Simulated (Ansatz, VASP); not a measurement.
**NbAs: VASP beside Ansatz**

```xyz
2
Lattice="3.4588 0.0000 0.0000 0.0000 3.4588 0.0000 0.0000 0.0000 3.6693" Properties=species:S:1:pos:R:3 pbc="T T T"
Nb    0.0000    0.0000    0.8734
As    1.7294    1.7294    0.9612
```

Alike in both runs: task single point; functional PBE; k mesh 6 × 6 × 6; occupations gaussian, width 0.1 eV; no spin polarisation.

```csv
,VASP,Ansatz
version,VASP 6.6.1,Ansatz 0.2.0
potentials or method,"VASP PAW PBE potentials, release 64 (Nb_sv, As), cutoff 520 eV","scalar-relativistic, plane waves, PAW"
valence electrons in the cell,18,28
```

Ansatz gave:

- gap on the k mesh at the Fermi level (eV): none
- pressure (GPa): 9.7
- traceless stress, the component that is largest in VASP (GPa): -17.32
- rms of the force components (eV/Å): 0.076

Question: Estimate VASP's values.

Answer: gap on the k mesh at the Fermi level (eV): none; pressure (GPa): 9.8; traceless stress, the component that is largest in VASP (GPa): -17.40; rms of the force components (eV/Å): 0.076.

Atom by atom the forces differ by 0.000 eV/Å (rms over components). A gap of «none» marks a metal or a gap that the smearing closes. The functional is the same, so the differences come from potentials, cutoffs and numerics. VASP's potentials hold 18 valence electrons a cell and Ansatz's 28, so a difference there can come from the potentials and not from the codes.
